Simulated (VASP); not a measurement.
A run of VASP 6.6.1:

Contents of INCAR:

```
PREC = Accurate
ENCUT = 520
EDIFF = 1E-6
ISMEAR = -1
SIGMA = 0.1
LREAL = F
LASPH = T
NELM = 80
ALGO = Normal
ISIF = 2
LWAVE = F
LCHARG = F
GGA = RE
NBANDS = 8
```

The input KPOINTS:

```
Automatic mesh
0
Gamma
  22 22 22
```

POSCAR

```
Al
1.0
    0.0000000000      2.1076813922      2.1076813922
    2.1076813922      0.0000000000      2.1076813922
    2.1076813922      2.1076813922      0.0000000000
Al
1
Direct
    0.0000000000      0.0000000000      0.0000000000
```

Potentials or basis: VASP PAW PBE potentials, release 64 (Al).

The run is started by

```sh
$ cat potpaw_PBE.64/Al/POTCAR > POTCAR
$ mpirun -np 1 vasp_std > vasp.out
```

Hardware: 1 thread of Intel(R) Xeon(R) Platinum 8375C CPU @ 2.90GHz (Ice Lake), with other jobs on the host.

Question: How long does it take, and how much memory?

Answer: Wall time 20 s on 1 thread of Intel(R) Xeon(R) Platinum 8375C CPU @ 2.90GHz (Ice Lake) (shared host), peak memory 0.16 GiB. Counts: scf iterations 10, k points 328.
